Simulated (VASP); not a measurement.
Crystal: Au.

```
Au
1.0
    -1.65727    1.65727    1.65727
     1.65727   -1.65727    1.65727
     1.65727    1.65727   -1.65727
Au
1
Direct
  0.00000 0.00000 0.00000
```

```yaml
Program: VASP 6.6.1
Task: relaxation of cell and atoms
Functional: PBEsol
Potentials_or_basis: VASP PAW PBE potentials, release 64 (Au)
Cutoff: 600 eV
k_mesh: 11 × 11 × 11
Occupations: fermi-dirac, width 0.05 eV
Spin: no spin polarisation
```

At the start: pressure -9.0 GPa; volume 18.21 Å³/atom.

Question: Where does the relaxation end?

Answer: Over 4 steps the energy falls by 34.3 meV/atom and the volume is 17.07 Å³/atom (-6.2 %); space group Im-3m (No. 229, to 0.05 Å).

The path:
| step | energy change (eV) | largest force (eV/Å) | pressure (GPa) | volume (Å³) |
| --- | --- | --- | --- | --- |
| 1 | 0.0000 | 0.0000 | -8.99 | 18.21 |
| 2 | 0.0428 | 0.0000 | 19.17 | 15.64 |
| 3 | -0.0343 | 0.0000 | -0.23 | 17.10 |
| 4 | -0.0343 | 0.0000 | -0.03 | 17.07 |

Final structure:
```
Au
1.0
    -1.62214    1.62214    1.62214
     1.62214   -1.62214    1.62214
     1.62214    1.62214   -1.62214
Au
1
Cartesian
  0.0000 0.0000 0.0000
```

Caveat: the PAW data sets were made with another functional, which shifts forces and pressure a little.
